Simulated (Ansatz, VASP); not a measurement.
## One calculation of Co, two programs

```
CELL_PARAMETERS angstrom
2.47056 0.00000 0.00000
-1.23528 2.13957 0.00000
0.00000 0.00000 8.08823
ATOMIC_POSITIONS crystal
Co 0.66667 0.33333 0.75000
Co 0.00000 0.00000 0.50000
Co 0.33333 0.66667 0.25000
Co 0.00000 0.00000 0.00000
```

Alike in both runs: task single point; functional PBE; k mesh 12 × 12 × 4; occupations gaussian, width 0.028 eV; collinear spin.

|  | VASP | Ansatz |
| --- | --- | --- |
| version | VASP 6.6.1 | Ansatz 0.2.0 |
| potentials or method | VASP PAW PBE potentials, release 64 (Co) | Ansatz PAW |
| plane-wave cutoff (eV) | 520 | 420 |
| valence electrons in the cell | 36 | 68 |

```csv
,VASP,Ansatz,Ansatz less VASP
gap on the k mesh at the Fermi level (eV),none,none,-
pressure (GPa),3.8,4.7,+0.96
"traceless stress, the component that is largest in VASP (GPa)",-2.89,-3.07,-0.176
net moment per atom (μB),1.65,1.66,+0.012
size of the moment on the site where the two differ most (μB),1.67,1.74,+0.068
```

Site moments also hang on the region over which each program counts them. A gap of «none» marks a metal or a gap that the smearing closes. VASP's potentials hold 36 valence electrons a cell and Ansatz's 68, so a difference there can come from the potentials and not from the codes.
